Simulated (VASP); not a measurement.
Here is a VASP 6.6.1 calculation.

File INCAR:

```
PREC = Accurate
ENCUT = 520
EDIFF = 1E-7
ISMEAR = 0
SIGMA = 0.1
LREAL = False
LASPH = True
NELM = 100
ALGO = Normal
ISIF = 2
LWAVE = False
LCHARG = False
GGA = CA
NBANDS = 38
```

KPOINTS

```
Automatic mesh
0
Gamma
  12 12 12
```

POSCAR

```
LaAg2Ge2
1.0
   -2.1427103054      2.1427103054      5.3424925542
    2.1427103054     -2.1427103054      5.3424925542
    2.1427103054      2.1427103054     -5.3424925542
La Ag Ge
1 2 2
Direct
    0.0000000000      0.0000000000      0.0000000000
    0.7500000000      0.2500000000      0.5000000000
    0.2500000000      0.7500000000      0.5000000000
    0.3864158943      0.3864158943      0.0000000000
    0.6135841057      0.6135841057      0.0000000000
```

Potentials or basis: VASP PAW LDA potentials, release 64 (La, Ag, Ge_d).

Command:

```console
$ cat potpaw_LDA.64/La/POTCAR potpaw_LDA.64/Ag/POTCAR potpaw_LDA.64/Ge_d/POTCAR > POTCAR
$ mpirun -np 1 vasp_std > vasp.out
```

(1) Predict the pressure.

(2) What does it give for the band gap on the k mesh?

(3) What does it give for the largest force?

## Answers

(1) 0.2 GPa.

(2) zero (an odd number of electrons rules out a gap without spin polarisation).

(3) 0.019 eV/Å.

Caveat: spin-orbit coupling is left out, which moves the levels of the heavy elements.
